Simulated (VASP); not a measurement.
Wanted: the native input for a VASP 6.6.1 run.

```yaml
Task: single point
Functional: PBE
Potentials_or_basis: VASP PAW PBE potentials, release 64 (Zn, F)
Cutoff: 600 eV
k_mesh: 4 × 4 × 5
Occupations: gaussian, width 0.01 eV
Spin: no spin polarisation
Dipole_correction: no
Further_INCAR_settings: ALGO = Normal; EDIFF = 1e-06; NBANDS = 35
```

The structure of ZnF2 lies in POSCAR:

```
ZnF2
1.0
    4.7048000000      0.0000000000      0.0000000000
    0.0000000000      4.7048000000      0.0000000000
    0.0000000000      0.0000000000      3.1338000000
Zn F
2 4
Direct
    0.0000000000      0.0000000000      0.0000000000
    0.5000000000      0.5000000000      0.5000000000
    0.3024000000      0.3024000000      0.0000000000
    0.1976000000      0.8024000000      0.5000000000
    0.6976000000      0.6976000000      0.0000000000
    0.8024000000      0.1976000000      0.5000000000
```

The input as run:

INCAR

```
SYSTEM = ZnF2
ALGO = Normal
EDIFF = 1E-6
ENCUT = 600
GGA = PE
GGA_COMPAT = .FALSE.
ISIF = 2
ISMEAR = 0
LASPH = .TRUE.
LCHARG = .TRUE.
LELF = .TRUE.
LREAL = .FALSE.
LVHAR = .TRUE.
LWAVE = .FALSE.
NBANDS = 35
NELM = 120
PREC = Accurate
SIGMA = 0.01
```

KPOINTS

```
k-points
0
G
  4 4 5
  0 0 0
```

Potentials or basis: VASP PAW PBE potentials, release 64 (Zn, F).

Launch:

```bash
$ cat potpaw_PBE.64/Zn/POTCAR potpaw_PBE.64/F/POTCAR > POTCAR
$ mpirun -np 1 vasp_std > vasp.out
```

Results of the run:

The pressure is 6.5 GPa and the largest force is 0.012 eV/Å. The band gap on the k mesh is 3.48 eV.

Caveat: the cell stands under pressure.

Run time: 120 s on 1 thread of Oxide Virtual Turin-like Processor, with other jobs on the host, peak memory 0.18 GiB.
